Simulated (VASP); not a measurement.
A run of VASP 6.6.1 is set up as follows.

Contents of POSCAR:

```
Zr
1.0
    3.2475250757      0.0000000000      0.0000000000
   -1.6237625378      2.8124392150      0.0000000000
    0.0000000000      0.0000000000      5.1500507532
Zr
2
Direct
    0.3333333333      0.6666666667      0.7500000000
    0.6666666667      0.3333333333      0.2500000000
```

Contents of INCAR.step1:

```
  PREC = Accurate
  ENCUT = 520
  ISMEAR = 0
  SIGMA = 0.05
  LREAL = F
  LASPH = T
  NELM = 80
  NBANDS = 19
  GGA = PE
  ALGO = Normal
  EDIFF = 1E-4
  LWAVE = T
  LCHARG = F
```

File INCAR.step2:

```
  PREC = Accurate
  ENCUT = 520
  EDIFF = 1E-7
  ISMEAR = 0
  SIGMA = 0.05
  LREAL = F
  LASPH = T
  NELM = 80
  ALGO = Normal
  ISIF = 2
  LWAVE = F
  LCHARG = F
  METAGGA = R2SCAN
  LMIXTAU = T
  NBANDS = 19
  ISTART = 1
```

File KPOINTS:

```
regular mesh
0
Gamma
  14 14 8
```

Potentials or basis: VASP PAW PBE potentials, release 64 (Zr_sv).

Launch:

```sh
$ cat potpaw_PBE.64/Zr_sv/POTCAR > POTCAR
$ cp INCAR.step1 INCAR
$ mpirun -np 1 vasp_std > vasp.out
$ cp INCAR.step2 INCAR
$ mpirun -np 1 vasp_std > vasp.out
```

Question: Predict the band gap on the k mesh.

Answer: Zero (band 12 reaches 9.89 eV, above the bottom of band 13 at 8.66 eV).

Question: Predict the pressure.

Answer: 0.0 GPa.

Caveat: the PAW data sets were made with another functional, which shifts forces and pressure a little.
